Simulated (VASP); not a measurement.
# Na (Im-3m) in VASP: further runs, part 2 of 2

VASP 6.6.1. Earlier steps stand in the parts before.

## 4. Single point, PBE (volume scaled by 0.91)

INCAR

```
SYSTEM = Na
ALGO = Normal ; EDIFF = 1E-7
ENCUT = 520 ; GGA = PE
ISIF = 2 ; ISMEAR = 0
LASPH = .TRUE. ; LCHARG = .FALSE.
LREAL = .FALSE. ; LWAVE = .FALSE.
NBANDS = 10 ; NELM = 60
PREC = Accurate ; SIGMA = 0.1
```

KPOINTS

```
k-points
0
G
  14 14 14
  0 0 0
```

POSCAR

```
Na
1.0
   -2.0300790845      2.0300790845      2.0300790845
    2.0300790845     -2.0300790845      2.0300790845
    2.0300790845      2.0300790845     -2.0300790845
Na
1
Direct
    0.0000000000      0.0000000000      0.0000000000
```

Run with:

```
$ cat potpaw_PBE.64/Na_pv/POTCAR > POTCAR
$ mpirun -np 1 vasp_std > vasp.out
```

Wall time 25 s (1 thread of AMD EPYC 7R13 (Zen 3), shared host); peak memory 0.13 GiB.

Results (log left out):

| Property | Result |
| --- | --- |
| Free energy | -1.3026 eV |
| Pressure | 0.9 GPa |

Levels at points of the mesh, in eV from the Fermi level:
```
           k point  band 1  band 2  band 3  band 4  band 5  band 6
(0.00, 0.00, 0.00)  -24.80  -24.80  -24.80   -3.48   12.44   12.44
(0.50, 0.00, 0.00)  -24.86  -24.82  -24.80    0.81    1.36    8.66
(0.50, 0.50, 0.50)  -24.84  -24.84  -24.84    4.71    4.71    5.29
```

## 5. Single point, PBE (volume scaled by 0.94)

INCAR

```
ALGO     = Normal         # electronic algorithm
EDIFF    = 1E-7           # SCF threshold, eV
ENCUT    = 520            # plane-wave cutoff, eV
GGA      = PE             # functional
ISIF     = 2              # what is computed and relaxed
ISMEAR   = 0              # smearing method
LASPH    = T              # aspherical terms in the spheres
LCHARG   = F              # write CHGCAR
LREAL    = F              # projectors in reciprocal space
LWAVE    = F              # write WAVECAR
NBANDS   = 10             # bands
NELM     = 100            # most SCF steps
PREC     = Accurate       # precision mode
SIGMA    = 0.1            # smearing width, eV
```

KPOINTS

```
k-points
0
Gamma
  14 14 14
```

POSCAR

```
Na
1.0
   -2.0521468904      2.0521468904      2.0521468904
    2.0521468904     -2.0521468904      2.0521468904
    2.0521468904      2.0521468904     -2.0521468904
Na
1
Direct
    0.0000000000      0.0000000000      0.0000000000
```

Potentials or basis: VASP PAW PBE potentials, release 64 (Na_pv).

Run with:

```
$ cat potpaw_PBE.64/Na_pv/POTCAR > POTCAR
$ mpirun -np 1 vasp_std > vasp.out
```

OUTCAR:

```text
EDIFF = 1E-7
   ENCUT = 520
   GGA = PE
   ISIF = 2
   ISMEAR = 0
   LASPH = T
   LREAL = F
   NELM = 100
   PREC = Accurate

 ion  position               nearest neighbor table
   1  0.000  0.000  0.000-

  LATTYP: Found a body centered cubic cell.
 ALAT       =     4.1042937808

  Lattice vectors:

 A1 = (  -2.0521468904,   2.0521468904,   2.0521468904)
 A2 = (   2.0521468904,  -2.0521468904,   2.0521468904)
 A3 = (   2.0521468904,   2.0521468904,  -2.0521468904)

Analysis of symmetry for initial positions (statically):
=====================================================================
 Subroutine PRICEL returns:
 Original cell was already a primitive cell.

 Routine SETGRP: Setting up the symmetry group for a
 body centered cubic supercell.

 Subroutine GETGRP returns: Found 48 space group operations
 (whereof 48 operations were pure point group operations)
 out of a pool of 48 trial point group operations.

The static configuration has the point symmetry O_h .

Analysis of symmetry for dynamics (positions and initial velocities):
=====================================================================
 Subroutine PRICEL returns:
 Original cell was already a primitive cell.

 Routine SETGRP: Setting up the symmetry group for a
 body centered cubic supercell.

 Subroutine GETGRP returns: Found 48 space group operations
 (whereof 48 operations were pure point group operations)
 out of a pool of 48 trial point group operations.

The dynamic configuration has the point symmetry O_h .

 Subroutine INISYM returns: Found 48 space group operations
 (whereof 48 operations are pure point group operations),
 and found     1 'primitive' translations

----------------------------------------------------------------------------------------

                                     Primitive cell
[... 111 lines left out ...]
  Fermi-wavevector in a.u.,A,eV,Ry     =   0.961345  1.816678 12.574278  0.924183
  Thomas-Fermi vector in A             =   2.090708
   LORBIT       =      0    0 simple, 1 ext, 2 COOP (PROOUT), +10 PAW based schemes
   GGA     = PE    functional components
   LHFCALC =     F    Hartree Fock is set to
   AEXX    =    0.0000 exact exchange contribution
   IVDW    =     0    specifies the selected vdW correction
   LEPSILON=     F    determine dielectric tensor
   LRPA    =     F    only Hartree local field effects (RPA)
 non-spin polarized calculation
 Gauss-broadening in eV      SIGMA  =   0.10
  energy-cutoff  :      520.00
  volume of cell :       34.57
 maximum number of plane-waves:       959
   NGX = 13   NGY = 13   NGZ = 13

 number of electron       6.9999991 magnetization

 Free energy of the ion-electron system (eV)
  ---------------------------------------------------
  ext. energy  EPLUGINS =         0.00000000
  ---------------------------------------------------
  free energy    TOTEN  =        -1.30784294 eV

  energy without entropy =       -1.30487610  energy(sigma->0) =       -1.30635952

 E-fermi :   0.5134     XC(G=0):  -6.6872

 val. band max:        0.4860699748   @ k =  -0.3571   0.4286   0.1429
 cond. band min:       0.5698717458   @ k =   0.3571   0.0714   0.0714
 fundamental gap:      0.0838017710
 Fermi energy:         0.5134073774

 k-point     1 :       0.0000    0.0000    0.0000
  band No.  band energies     occupation
      1     -24.3127      2.00000
      2     -24.3127      2.00000
      3     -24.3127      2.00000
      4      -2.8906      2.00000
      5      12.7314      0.00000
      6      12.7315      0.00000
      7      12.7315      0.00000
      8      13.7729      0.00000
      9      13.7729      0.00000
     10      14.3606      0.00000
[... 287 lines left out ...]
 k-point    24 :       0.3571    0.2857    0.0000
  band No.  band energies     occupation
      1     -24.3473      2.00000
      2     -24.3403      2.00000
      3     -24.3182      2.00000
      4       2.3069      0.00000
      5       2.7548      0.00000
      6       4.1245      0.00000
      7       8.9432      0.00000
      8      13.3011      0.00000
      9      14.2283      0.00000
     10      15.4933      0.00000

 [... further k-points ...]

------------------------ aborting loop because EDIFF is reached ----------------------------------------

  FORCE on cell =-STRESS in cart. coord.  units (eV):
  Direction    XX          YY          ZZ          XY          YZ          ZX
  --------------------------------------------------------------------------------------
  -------------------------------------------------------------------------------------
  Total        0.1198764      0.1198764      0.1198764     -0.0000000      0.0000000     -0.0000000
  in kB        5.5559589      5.5559589      5.5559589     -0.0000000      0.0000000     -0.0000000
  external PRESSURE =       5.5559589 kB  Pullay stress =       0.0000000 kB

 VOLUME and BASIS-vectors are now :
 -----------------------------------------------------------------------------
  energy-cutoff  :      520.00
  volume of cell :       34.57
      direct lattice vectors                 reciprocal lattice vectors
    -2.052146890  2.052146890  2.052146890     0.000000000  0.243647276  0.243647276
     2.052146890 -2.052146890  2.052146890     0.243647276  0.000000000  0.243647276
     2.052146890  2.052146890 -2.052146890     0.243647276  0.243647276  0.000000000

 POSITION                                       TOTAL-FORCE (eV/Angst)
 -----------------------------------------------------------------------------------
      0.00000      0.00000      0.00000        -0.000000      0.000000      0.000000
 -----------------------------------------------------------------------------------
    total drift:                               -0.000000     -0.000000      0.000000

  FREE ENERGIE OF THE ION-ELECTRON SYSTEM (eV)
  ---------------------------------------------------
  free  energy   TOTEN  =        -1.3078429353 eV

  energy  without entropy=       -1.3048761049  energy(sigma->0) =       -1.30635952
```

stdout:

```text
POSCAR found type information on POSCAR Na
 POSCAR found :  1 types and       1 ions
 scaLAPACK will be used
 LDA part: xc-table for (Slater+PW92), standard interpolation
 POSCAR, INCAR and KPOINTS ok, starting setup
 FFT: planning ... GRIDC
 FFT: planning ... GRID_SOFT
 FFT: planning ... GRID
 WAVECAR not read
 entering main loop
```

It took 27 s on 1 thread of AMD EPYC 7R13 (Zen 3), shared host; peak memory 0.13 GiB.

What came out:

```yaml
Free_energy: -1.3078 eV
Pressure: 0.6 GPa
```

## 6. Overview

```csv
task,cell,cutoff (eV),gap on the mesh (eV),pressure (GPa)
relaxation of cell and atoms,"relaxed from a = 3.708 Å, angles 109.5°, 1 atom",600,none,0.0
single point,"a = 3.477 Å, angles 109.5°, 1 atom",520,none,1.3
single point,"a = 3.516 Å, angles 109.5°, 1 atom",520,none,0.9
single point,"a = 3.554 Å, angles 109.5°, 1 atom",520,none,0.6
```

Alike in all rows: level PBE; potentials or basis VASP PAW PBE potentials, release 64 (Na_pv); no spin polarisation; k mesh 14 × 14 × 14; smearing gaussian 0.1 eV.

Total energies depend on the potentials used, so only differences within one code and one set of settings carry meaning.
